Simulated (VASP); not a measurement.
Pt12CO: single point with PBE+D3(BJ)

System: Pt12CO, a slab with vacuum.

```
Pt O C
1.0
     5.55573    0.00000    0.00000
     0.00000    5.55573    0.00000
     0.00000    0.00000   22.63522
Pt O C
12 1 1
Direct
  0.25000 0.25000 0.17672
  0.25000 0.75000 0.17672
  0.75000 0.25000 0.17672
  0.75000 0.75000 0.17672
  0.00000 0.00000 0.26255
  0.00000 0.50000 0.26255
  0.50000 0.00000 0.26255
  0.50000 0.50000 0.26255
  0.25000 0.25000 0.34836
  0.25000 0.75000 0.34836
  0.75000 0.25000 0.34836
  0.75000 0.75000 0.34836
  0.25000 0.50000 0.48090
  0.25000 0.50000 0.53170
```

```yaml
Program: VASP 6.6.1
Task: single point
Functional: PBE
Dispersion: D3(BJ)
Potentials_or_basis: VASP PAW PBE potentials, release 64 (Pt, O, C)
Cutoff: 520 eV
k_mesh: 5 × 5 × 1
Occupations: gaussian, width 0.1 eV
Spin: no spin polarisation
Dipole_correction: yes
Further_INCAR_settings: ALGO = Normal; EDIFF = 1e-06; NBANDS = 78
```

| Item | Value |
| --- | --- |
| Largest force | 0.775 eV/Å |
| Band gap on the k mesh | zero (bands 65 and 66 overlap by 0.20 eV) |
| Dispersion energy per atom | -0.422 eV |

Forces on the atoms (eV/Å):
```
Pt   0.000  0.008  0.023
Pt   0.000 -0.008  0.023
Pt   0.000  0.002  0.027
Pt   0.000 -0.002  0.027
Pt   0.004  0.000 -0.009
Pt   0.000  0.000  0.001
Pt  -0.004  0.000 -0.009
Pt   0.000  0.000  0.001
Pt   0.000 -0.048 -0.067
Pt   0.000  0.048 -0.067
Pt   0.000  0.003 -0.019
Pt   0.000 -0.003 -0.019
O    0.000  0.000  0.775
C    0.000  0.000 -0.684
```

Levels at points of the mesh, in eV from the Fermi level:
```
           k point  band 62  band 63  band 64  band 65  band 66  band 67  band 68  band 69
(0.00, 0.00, 0.00)     0.02     0.11     0.16     0.16     0.44     0.75     0.76     0.95
```

Run time: 14 min on 1 thread of Intel(R) Xeon(R) 6975P-C (Granite Rapids), on a shared host, peak memory 0.83 GiB.

Caveat: spin-orbit coupling is left out, which moves the levels of the heavy elements.
